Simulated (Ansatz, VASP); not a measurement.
Two plane-wave programs on Be2BiSb3

```
CELL_PARAMETERS angstrom
6.59864 0.00000 0.00000
-3.29932 5.71459 0.00000
0.00000 0.00000 3.65391
ATOMIC_POSITIONS crystal
Be 0.33333 0.66667 0.00000
Be 0.66667 0.33333 0.00000
Sb 0.50000 0.00000 0.50000
Sb 0.50000 0.50000 0.50000
Sb 0.00000 0.50000 0.50000
Bi 0.00000 0.00000 0.00000
```

Change from the starting cell: species swapped into the CeCo3B2 type (P6/mmm, No. 191).

Alike in both runs: functional PBE; k mesh 6 × 6 × 10; occupations gaussian, width 0.1 eV; no spin polarisation.

Ansatz relaxed the structure, and its values are those at the end. VASP's run is a single point on that final structure, the one shown.

```csv
,VASP,Ansatz
version,VASP 6.6.1,Ansatz 0.2.0
potentials or method,"VASP PAW PBE potentials, release 64 (Be, Sb, Bi_d), cutoff 520 eV","scalar-relativistic, plane waves, PAW"
valence electrons in the cell,34,64
```

```tsv
	VASP	Ansatz	Ansatz less VASP
gap on the k mesh at the Fermi level (eV)	none	none	-
pressure (GPa)	0.0	0.0	-0.04
```

A gap of «none» marks a metal or a gap that the smearing closes. VASP's potentials hold 34 valence electrons a cell and Ansatz's 64, so a difference there can come from the potentials and not from the codes.

Spin-orbit coupling is off throughout.
